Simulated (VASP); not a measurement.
**NaF (Villiaumite): single point with PBE**

NaF (Villiaumite):

```
Na F
1.0
     0.00000    2.27702    2.27702
     2.27702    0.00000    2.27702
     2.27702    2.27702    0.00000
Na F
1 1
Direct
  0.00000 0.00000 0.00000
  0.50000 0.50000 0.50000
```

This cell differs from its parent crystal: volume scaled by 0.91.

| Property | Result |
| --- | --- |
| Program | VASP 6.6.1 |
| Task | single point |
| Functional | PBE |
| Potentials or basis | VASP PAW PBE potentials, release 64 (Na_pv, F) |
| Cutoff | 520 eV |
| k mesh | 8 × 8 × 8 |
| Occupations | gaussian, width 0.02 eV |
| Spin | no spin polarisation |

```
Pressure               : 5.2 GPa
Band gap on the k mesh : 6.59 eV, direct
```

Levels at points of the mesh, in eV from the valence-band top:
```csv
k point,band 4,band 5,band 6,band 7,band 8,band 9,band 10,band 11
"(0.00, 0.00, 0.00)",-18.79,0.00,0.00,0.00,6.59,19.35,19.35,19.35
"(0.50, 0.00, 0.00)",-18.03,-1.70,-0.28,-0.28,11.11,12.92,20.69,20.69
"(0.50, 0.50, 0.00)",-18.86,-1.35,-0.43,-0.43,13.48,13.59,14.13,20.46
```

Wall time 7.6 s on 1 thread of Intel(R) Xeon(R) Platinum 8375C CPU @ 2.90GHz (Ice Lake) (shared host), peak memory 0.13 GiB.
